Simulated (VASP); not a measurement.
Wanted: the native input for a VASP 6.6.1 run.

| Quantity | Value |
| --- | --- |
| Task | electric field gradients |
| Functional | LDA |
| Potentials or basis | VASP PAW LDA potentials, release 64 (As) |
| Cutoff | 520 eV |
| k mesh | 13 × 13 × 13 |
| Occupations | fermi-dirac, width 0.05 eV |
| Spin | no spin polarisation |
| Dipole correction | no |
| Further INCAR settings | ALGO = Normal; EDIFF = 1e-08; NBANDS = 12 |

The structure of As lies in POSCAR:

```
As
1.0
    1.8340390190      1.0316186607      3.4561197669
   -1.9254598960      1.0692136499      3.4937147560
   -0.0131522229     -2.2054054106      3.5074754771
As
2
Direct
    0.2275400000      0.2275400000      0.2275400000
    0.7724600000      0.7724600000      0.7724600000
```

This cell differs from its parent crystal: equal xy, yz and zx shear strains of -2 %.

One way to write it, as run:

INCAR

```
PREC = Accurate ; ENCUT = 520
EDIFF = 1E-8 ; ISMEAR = -1
SIGMA = 0.05 ; LREAL = False
LASPH = True ; NELM = 80
ALGO = Normal ; ISIF = 2
LWAVE = False ; LCHARG = False
GGA = CA ; LEFG = True
NBANDS = 12
```

KPOINTS

```
Automatic mesh
0
Gamma
  13 13 13
```

Potentials or basis: VASP PAW LDA potentials, release 64 (As).

Command:

```sh
$ cat potpaw_LDA.64/As/POTCAR > POTCAR
$ mpirun -np 1 vasp_std > vasp.out
```

It gave:

```yaml
Pressure: -1.1 GPa
Largest_force: 0.212 eV/Å
Band_gap_on_the_k_mesh: zero (bands 5 and 6 overlap by 0.56 eV)
Largest_electric_field_gradient_by_atom: As -47.1 V/Å²
```

Caveat: the cell differs from its parent crystal (equal xy, yz and zx shear strains of -2 %); without QUAD_EFG the Cq values of the log hold for a quadrupole moment of 1 mb, not for the nuclei.

Wall time 18 min on 1 thread of Intel Xeon 8259CL, with other jobs on the host, peak memory 0.52 GiB.
